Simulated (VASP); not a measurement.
# GaN (P6_3mc) in VASP: notebook

Aim: see how the results for GaN move with the level of theory and the settings. Levels: PBE, LDA, r2SCAN. Tasks: single point.

All numbers are computed with VASP 6.6.1; they aren't measurements. Logs are shortened: lines on timing, memory, paths and dates and some standing lists are left out, and cuts for length are marked.

**The experiment to reproduce.**

“Studying electronic properties in GaN without electrical contacts using γ-γ vs e−-γ Perturbed Angular Correlations”, 2019, pmc:6823545 quotes, for a bulk crystal of GaN: band gap 3.503 ± 0.005 eV (direct).

The runs below are set against these values where they give the same quantity.

## (1) The cell of the first run

Symmetry: P6_3mc, No. 186, hexagonal system. The conventional cell has a = 3.183 Å, b = 3.183 Å, c = 5.184 Å, α = 90.00°, β = 90.00°, γ = 120.00°. Within 2.6 Å of Ga (site symmetry 3m) lie 4 N at 1.95 Å. N (site symmetry 3m) has 4 Ga at 1.95 Å within 2.6 Å.

## (2) Single point, PBE

Input file INCAR:

```
SYSTEM = GaN
PREC = Accurate ; ENCUT = 520
EDIFF = 1E-6 ; ISMEAR = 0
SIGMA = 0.01 ; LREAL = .False.
LASPH = .True. ; NELM = 100
ALGO = Normal ; ISIF = 2
LWAVE = .False. ; LCHARG = .True.
GGA = PE ; LELF = .True.
LVHAR = .True. ; NBANDS = 26
```

Input file KPOINTS:

```
regular mesh
0
Gamma
  6 6 4
  0 0 0
```

Input file POSCAR:

```
GaN
1.0
    3.1831495813      0.0000000000      0.0000000000
   -1.5915747906      2.7566884014      0.0000000000
    0.0000000000      0.0000000000      5.1836255286
Ga N
2 2
Direct
    0.3333333333      0.6666666667     -0.0008868509
    0.6666666667      0.3333333333      0.4991131491
    0.3333333333      0.6666666667      0.3758868509
    0.6666666667      0.3333333333      0.8758868509
```

Potentials or basis: VASP PAW PBE potentials, release 64 (Ga_d, N).

Started as:

```
$ cat potpaw_PBE.64/Ga_d/POTCAR potpaw_PBE.64/N/POTCAR > POTCAR
$ mpirun -np 1 vasp_std > vasp.out
```

OUTCAR:

```text
SYSTEM = GaN
   PREC = Accurate
   ENCUT = 520
   EDIFF = 1E-6
   ISMEAR = 0
   LREAL = .False.
   LASPH = .True.
   NELM = 100
   ISIF = 2
   GGA = PE

 ion  position               nearest neighbor table
   1  0.333  0.667  0.999-   4 1.95   4 1.95   4 1.95   3 1.95
   2  0.667  0.333  0.499-   3 1.95   3 1.95   3 1.95   4 1.95
   3  0.333  0.667  0.376-   2 1.95   2 1.95   2 1.95   1 1.95
   4  0.667  0.333  0.876-   1 1.95   1 1.95   1 1.95   2 1.95

  LATTYP: Found a hexagonal cell.
 ALAT       =     3.1831495813
 C/A-ratio  =     1.6284580401

  Lattice vectors:

 A1 = (   3.1831495813,   0.0000000000,   0.0000000000)
 A2 = (  -1.5915747906,   2.7566884014,   0.0000000000)
 A3 = (   0.0000000000,   0.0000000000,   5.1836255286)

Analysis of symmetry for initial positions (statically):
=====================================================================
 Subroutine PRICEL returns:
 Original cell was already a primitive cell.

 Routine SETGRP: Setting up the symmetry group for a
 hexagonal supercell.

 Subroutine GETGRP returns: Found 12 space group operations
 (whereof  6 operations were pure point group operations)
 out of a pool of 24 trial point group operations.

The static configuration has the point symmetry C_3v.
 The point group associated with its full space group is C_6v.

Analysis of symmetry for dynamics (positions and initial velocities):
=====================================================================
 Subroutine PRICEL returns:
 Original cell was already a primitive cell.

 Routine SETGRP: Setting up the symmetry group for a
 hexagonal supercell.

 Subroutine GETGRP returns: Found 12 space group operations
 (whereof  6 operations were pure point group operations)
 out of a pool of 24 trial point group operations.

The dynamic configuration has the point symmetry C_3v.
 The point group associated with its full space group is C_6v.

 Subroutine INISYM returns: Found 12 space group operations
 (whereof  6 operations are pure point group operations),
 and found     1 'primitive' translations

----------------------------------------------------------------------------------------

                                     Primitive cell

  volume of cell :      45.4861

  direct lattice vectors                    reciprocal lattice vectors
     3.183149581  0.000000000  0.000000000     0.314154260  0.181377046  0.000000000
    -1.591574791  2.756688401  0.000000000     0.000000000  0.362754093  0.000000000
     0.000000000  0.000000000  5.183625529     0.000000000  0.000000000  0.192915170

  length of vectors
     3.183149581  3.183149581  5.183625529     0.362754093  0.362754093  0.192915170

  position of ions in fractional coordinates (direct lattice)
     0.333333333  0.666666667  0.999113149
     0.666666667  0.333333333  0.499113149
     0.333333333  0.666666667  0.375886851
     0.666666667  0.333333333  0.875886851

  ion indices of the primitive-cell ions
   primitive index   ion index
                 1           1
                 2           2
                 3           3
                 4           4

----------------------------------------------------------------------------------------

 KPOINTS: regular mesh

Automatic generation of k-mesh.
 Grid dimensions read from file:
 generate k-points for:    6    6    4

 Generating k-lattice:

  Cartesian coordinates                     Fractional coordinates (reciprocal lattice)
     0.052359043  0.030229508  0.000000000     0.166666667  0.000000000  0.000000000
     0.000000000  0.060459015  0.000000000     0.000000000  0.166666667  0.000000000
     0.000000000  0.000000000  0.048228792     0.000000000  0.000000000  0.250000000

  Length of vectors
     0.060459015  0.060459015  0.048228792

  Shift w.r.t. Gamma in fractional coordinates (k-lattice)
     0.000000000  0.000000000  0.000000000

 Subroutine IBZKPT returns following result:
 ===========================================

 Found     21 irreducible k-points:

 Following reciprocal coordinates:
            Coordinates               Weight
  0.000000  0.000000  0.000000      1.000000
  0.166667 -0.000000  0.000000      6.000000
  0.333333 -0.000000  0.000000      6.000000
  0.500000 -0.000000  0.000000      3.000000
  0.166667  0.166667  0.000000      6.000000
  0.333333  0.166667  0.000000     12.000000
[... 13 lines left out ...]
  0.333333  0.166667  0.500000     12.000000
  0.333333  0.333333  0.500000      2.000000
   k-points           NKPTS =     21   k-points in BZ     NKDIM =     21   number of bands    NBANDS=     26
   number of dos      NEDOS =    301   number of ions     NIONS =      4
   total plane-waves  NPLWV =  23040
   dimension x,y,z NGX =    24 NGY =   24 NGZ =   40
   dimension x,y,z NGXF=    48 NGYF=   48 NGZF=   80
   ions per type =               2   2
   NGX,Y,Z   is equivalent  to a cutoff of  12.53, 12.53, 12.83 a.u.
   NGXF,Y,Z  is equivalent  to a cutoff of  25.07, 25.07, 25.66 a.u.
 SYSTEM =  GaN
   PREC   = accura    normal or accurate (medium, high low for compatibility)
   ISTART =      0    job   : 0-new  1-cont  2-samecut
   ICHARG =      2    charge: 1-file 2-atom 10-const
   ISPIN  =      1    spin polarized calculation?
   LNONCOLLINEAR =      F non collinear calculations
   LSORBIT =      F    spin-orbit coupling
   LASPH  =      T    aspherical Exc in radial PAW
   ENCUT  =  520.0 eV  38.22 Ry    6.18 a.u.   5.92  5.92  9.64*2*pi/ulx,y,z
   NELM   =    100;   NELMIN=  2; NELMDL= -5     # of ELM steps
   EDIFF  = 0.1E-05   stopping-criterion for ELM
   LREAL  =      F    real-space projection
   EDIFFG = 0.1E-04   stopping-criterion for IOM
   NSW    =      0    number of steps for IOM
   IBRION =     -1    ionic relax: 0-MD 1-quasi-New 2-CG
   NFREE  =      0    steps in history (QN), initial steepest desc. (CG)
   ISIF   =      2    stress and relaxation
   ISYM   =      2    0-nonsym 1-usesym 2-fastsym
   POTIM  = 0.5000    time-step for ionic-motion
   TEBEG  =    0.0;   TEEND  =   0.0 temperature during run
   PSTRESS=    0.0 pullay stress
   NELECT =      36.0000    total number of electrons
   NUPDOWN=      -1.0000    fix difference up-down
   EMIN   =  10.00;   EMAX   =-10.00  energy-range for DOS
   EFERMI =   0.00;   METHOD = LEGACY
   ISMEAR =     0;   SIGMA  =   0.01  broadening in eV -4-tet -1-fermi 0-gaus
   EFERMI_NEDOS =   21; number of points for ismear=-14 and -15
   IALGO  =     38    algorithm
   IMIX   =      4    mixing-type and parameters
     AMIX     =   0.40;   BMIX     =  1.00
     AMIX_MAG =   1.60;   BMIX_MAG =  1.00
  volume/ion in A,a.u.               =      11.37        76.74
  Fermi-wavevector in a.u.,A,eV,Ry     =   1.514315  2.861640 31.200198  2.293150
  Thomas-Fermi vector in A             =   2.623989
   LORBIT       =      0    0 simple, 1 ext, 2 COOP (PROOUT), +10 PAW based schemes
   GGA     = PE    functional components
   LHFCALC =     F    Hartree Fock is set to
   AEXX    =    0.0000 exact exchange contribution
   IVDW    =     0    specifies the selected vdW correction
   LEPSILON=     F    determine dielectric tensor
   LRPA    =     F    only Hartree local field effects (RPA)
 non-spin polarized calculation
 Gauss-broadening in eV      SIGMA  =   0.01
  energy-cutoff  :      520.00
  volume of cell :       45.49
 maximum number of plane-waves:      1248
 NGX is ok and might be reduce to    24
   NGX = 11   NGY = 11   NGZ = 19

 number of electron      35.9999993 magnetization

 Free energy of the ion-electron system (eV)
  ---------------------------------------------------
  ext. energy  EPLUGINS =         0.00000000
  ---------------------------------------------------
  free energy    TOTEN  =       -24.29283080 eV

  energy without entropy =      -24.29283080  energy(sigma->0) =      -24.29283080

 E-fermi :   5.4482     XC(G=0): -11.6925

 val. band max:        5.3688751632   @ k =   0.0000   0.0000   0.0000
 cond. band min:       7.3098929347   @ k =   0.0000   0.0000   0.0000
 fundamental gap:      1.9410177715
 Fermi energy:         5.4481572070

 k-point     1 :       0.0000    0.0000    0.0000
  band No.  band energies     occupation
      1     -10.6486      2.00000
      2      -9.7139      2.00000
      3      -8.0745      2.00000
      4      -8.0591      2.00000
      5      -8.0591      2.00000
      6      -7.9970      2.00000
[... 18 lines left out ...]
     25      17.1044      0.00000
     26      17.1044      0.00000

 k-point     2 :       0.1667   -0.0000    0.0000
  band No.  band energies     occupation
      1     -10.3909      2.00000
      2      -9.6509      2.00000
      3      -8.0441      2.00000
      4      -8.0240      2.00000
      5      -7.9796      2.00000
      6      -7.9492      2.00000
[... 18 lines left out ...]
     25      16.7762      0.00000
     26      17.6236      0.00000

 k-point     3 :       0.3333   -0.0000    0.0000
  band No.  band energies     occupation
      1      -9.9135      2.00000
      2      -9.5653      2.00000
      3      -8.0061      2.00000
      4      -7.9867      2.00000
      5      -7.9041      2.00000
      6      -7.8438      2.00000
[... 18 lines left out ...]
     25      17.0001      0.00000
     26      18.5994      0.00000

 k-point     4 :       0.5000   -0.0000    0.0000
  band No.  band energies     occupation
      1      -9.7244      2.00000
      2      -9.5424      2.00000
      3      -8.0095      2.00000
      4      -7.9842      2.00000
      5      -7.8862      2.00000
      6      -7.8444      2.00000
[... 18 lines left out ...]
     25      17.8349      0.00000
     26      18.7247      0.00000
[... 409 lines left out ...]
      1      -9.7178      2.00000
      2      -9.7178      2.00000
      3      -7.9726      2.00000
      4      -7.9726      2.00000
      5      -7.9469      2.00000
      6      -7.9469      2.00000
[... 18 lines left out ...]
     25      17.1586      0.00000
     26      17.1586      0.00000

 k-point    20 :       0.3333    0.1667    0.5000
  band No.  band energies     occupation
      1      -9.5767      2.00000
      2      -9.5767      2.00000
      3      -7.9753      2.00000
      4      -7.9753      2.00000
      5      -7.9058      2.00000
      6      -7.9058      2.00000
[... 18 lines left out ...]
     25      17.8298      0.00000
     26      17.8298      0.00000

 k-point    21 :       0.3333    0.3333    0.5000
  band No.  band energies     occupation
      1      -9.5382      2.00000
      2      -9.5382      2.00000
      3      -7.9380      2.00000
      4      -7.9380      2.00000
      5      -7.9217      2.00000
      6      -7.9217      2.00000
[... 18 lines left out ...]
     25      19.3967      0.00000
     26      19.4998      0.00000

------------------------ aborting loop because EDIFF is reached ----------------------------------------

  FORCE on cell =-STRESS in cart. coord.  units (eV):
  Direction    XX          YY          ZZ          XY          YZ          ZX
  --------------------------------------------------------------------------------------
  -------------------------------------------------------------------------------------
  Total        1.7730235      1.7730235      1.7905232      0.0000000      0.0000000      0.0000000
  in kB       62.4520553     62.4520553     63.0684558      0.0000000      0.0000000      0.0000000
  external PRESSURE =      62.6575222 kB  Pullay stress =       0.0000000 kB

 VOLUME and BASIS-vectors are now :
 -----------------------------------------------------------------------------
  energy-cutoff  :      520.00
  volume of cell :       45.49
      direct lattice vectors                 reciprocal lattice vectors
     3.183149581  0.000000000  0.000000000     0.314154260  0.181377046  0.000000000
    -1.591574791  2.756688401  0.000000000     0.000000000  0.362754093  0.000000000
     0.000000000  0.000000000  5.183625529     0.000000000  0.000000000  0.192915170

 POSITION                                       TOTAL-FORCE (eV/Angst)
 -----------------------------------------------------------------------------------
     -0.00000      1.83779      5.17903        -0.000000      0.000000      0.004467
      1.59157      0.91890      2.58722         0.000000      0.000000      0.004467
     -0.00000      1.83779      1.94846         0.000000     -0.000000     -0.004467
      1.59157      0.91890      4.54027        -0.000000      0.000000     -0.004467
 -----------------------------------------------------------------------------------
    total drift:                               -0.000001     -0.000001     -0.001050

  FREE ENERGIE OF THE ION-ELECTRON SYSTEM (eV)
  ---------------------------------------------------
  free  energy   TOTEN  =       -24.2928307995 eV

  energy  without entropy=      -24.2928307995  energy(sigma->0) =      -24.29283080
```

Wall time 22 s (1 thread of Intel Xeon Platinum 8259CL at 2.50GHz (Skylake/Cascade Lake), shared host); peak memory 0.16 GiB.

What came out:

| Item | Value |
| --- | --- |
| Free energy | -24.2928 eV |
| Pressure | 6.3 GPa |
| Largest force | 0.004 eV/Å |
| Band gap on the k mesh | 1.94 eV, direct |

Forces in eV/Å, atoms in the order of the input:
```
Ga   0.000  0.000  0.004
Ga   0.000  0.000  0.004
N    0.000  0.000 -0.004
N    0.000  0.000 -0.004
```

A hybrid or GW would open this gap; PBE tends to underestimate it.

## (3) Single point, PBE

Input file INCAR:

```
PREC = Accurate ; ENCUT = 520
EDIFF = 1E-6 ; ISMEAR = 0
SIGMA = 0.01 ; LREAL = F
LASPH = T ; NELM = 60
ALGO = Normal ; ISIF = 2
LWAVE = F ; LCHARG = F
GGA = PE ; NBANDS = 26
```

Input file KPOINTS:

```
regular mesh
0
Gamma
  6 6 4
```

POSCAR is that of step 2.

Potentials or basis: VASP PAW PBE potentials, release 64 (Ga_d, N).

Started as:

```
$ cat potpaw_PBE.64/Ga_d/POTCAR potpaw_PBE.64/N/POTCAR > POTCAR
$ mpirun -np 1 vasp_std > vasp.out
```

It took 22 s on 1 thread of Intel Xeon Platinum 8259CL at 2.50GHz (Skylake/Cascade Lake), shared host; peak memory 0.16 GiB.

The run converged. Its results:

| Item | Value |
| --- | --- |
| Free energy | -24.2928 eV |
| Pressure | 6.3 GPa |
| Largest force | 0.004 eV/Å |
| Band gap on the k mesh | 1.94 eV, direct |

Forces on the atoms (eV/Å):
```
Ga   0.000  0.000  0.004
Ga   0.000  0.000  0.004
N    0.000  0.000 -0.004
N    0.000  0.000 -0.004
```

Levels at points of the mesh, in eV from the valence-band top:
| k point | band 15 | band 16 | band 17 | band 18 | band 19 | band 20 | band 21 | band 22 |
| --- | --- | --- | --- | --- | --- | --- | --- | --- |
| (0.00, 0.00, 0.00) | -1.04 | -0.04 | 0.00 | 0.00 | 1.94 | 4.28 | 9.22 | 9.92 |
| (0.50, 0.00, 0.00) | -4.22 | -2.75 | -2.21 | -1.00 | 5.08 | 5.59 | 6.06 | 8.62 |
| (0.00, 0.00, 0.50) | -0.53 | -0.53 | -0.53 | -0.53 | 4.27 | 4.27 | 8.49 | 8.49 |
| (0.50, 0.00, 0.50) | -1.95 | -1.95 | -1.90 | -1.90 | 4.42 | 4.42 | 7.79 | 7.79 |

PBE gaps usually lie below the measured ones, often by a third to a half.

[end of part 1 of 3]
